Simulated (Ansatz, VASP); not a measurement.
GeW: VASP beside Ansatz

```
Ge W
1.0
     3.19081    0.00000    0.00000
    -1.59541    2.76333    0.00000
     0.00000    0.00000    7.29727
Ge W
2 2
Direct
  0.33333 0.66667 0.25000
  0.66667 0.33333 0.75000
  0.00000 0.00000 0.00000
  0.00000 0.00000 0.50000
```

Change from the starting cell: species swapped into the TeRh type (P6_3/mmc, No. 194).

Alike in both runs: functional PBE; k mesh 18 × 18 × 6; occupations gaussian, width 0.1 eV; no spin polarisation.

Ansatz relaxed the structure, and its values are those at the end. VASP's run is a single point on that final structure, the one shown.

|  | VASP | Ansatz |
| --- | --- | --- |
| version | VASP 6.6.1 | Ansatz 0.2.0 |
| potentials or method | VASP PAW PBE potentials, release 64 (Ge_d, W_sv), cutoff 520 eV | scalar-relativistic, plane waves, PAW |
| valence electrons in the cell | 56 | 56 |

Ansatz gave:

* gap on the k mesh at the Fermi level (eV): none
* pressure (GPa): 0.0

Question: Which values does VASP return?

Answer: gap on the k mesh at the Fermi level (eV): none; pressure (GPa): 0.3.

A gap of «none» marks a metal or a gap that the smearing closes.

Neither program's run includes spin-orbit coupling.
